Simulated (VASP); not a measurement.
# TiCo: single point with PBE

Crystal: TiCo.

```xyz
2
Lattice="2.9861 0.0000 0.0000 0.0000 2.9861 0.0000 0.0000 0.0000 2.9861" Properties=species:S:1:pos:R:3 pbc="T T T"
Ti    0.0000    0.0000    0.0000
Co    1.4931    1.4931    1.4931
```

```json
{"Program": "VASP 6.6.1", "Task": "single point", "Functional": "PBE", "Potentials or basis": "VASP PAW PBE potentials, release 64 (Ti_sv, Co)", "Cutoff": "520 eV", "k mesh": "10 × 10 × 10", "Occupations": "fermi-dirac, width 0.1 eV", "Spin": "collinear spin, ferromagnetic start", "Starting moments": "[0.0, 2.5] μB", "Dipole correction": "no", "Further INCAR settings": "ALGO = Normal; EDIFF = 1e-06; NBANDS = 22"}
```

The pressure is -0.7 GPa, the net moment is 0.81 μB per cell and the site moments are Ti -0.04; Co +0.90 μB. The valence electrons inside the program's atomic spheres are Ti 10.29; Co 8.29.

Levels at points of the mesh, in eV from the Fermi level:
Spin up:
```tsv
k point	band 9	band 10	band 11	band 12	band 13	band 14
(0.00, 0.00, 0.00)	-1.82	-1.82	0.52	0.52	2.69	2.69
(0.50, 0.00, 0.00)	-1.93	-1.47	-0.67	-0.55	0.69	0.69
(0.50, 0.50, 0.00)	-1.43	-0.72	0.66	0.66	1.13	2.47
(0.50, 0.50, 0.50)	-2.05	-2.05	-1.40	-1.40	3.21	3.21
```
Spin down:
```csv
k point,band 8,band 9,band 10,band 11,band 12,band 13
"(0.00, 0.00, 0.00)",-1.30,-1.30,-1.30,1.04,1.04,2.78
"(0.50, 0.00, 0.00)",-1.37,-1.37,-0.86,-0.78,0.60,0.69
"(0.50, 0.50, 0.00)",-2.26,0.01,0.31,0.63,0.63,1.28
"(0.50, 0.50, 0.50)",-2.06,-2.06,-2.06,0.04,0.04,3.15
```

It took 37 s on 1 thread of AMD EPYC 9R45 96-Core Processor (Zen 5) (shared host), peak memory 0.15 GiB.
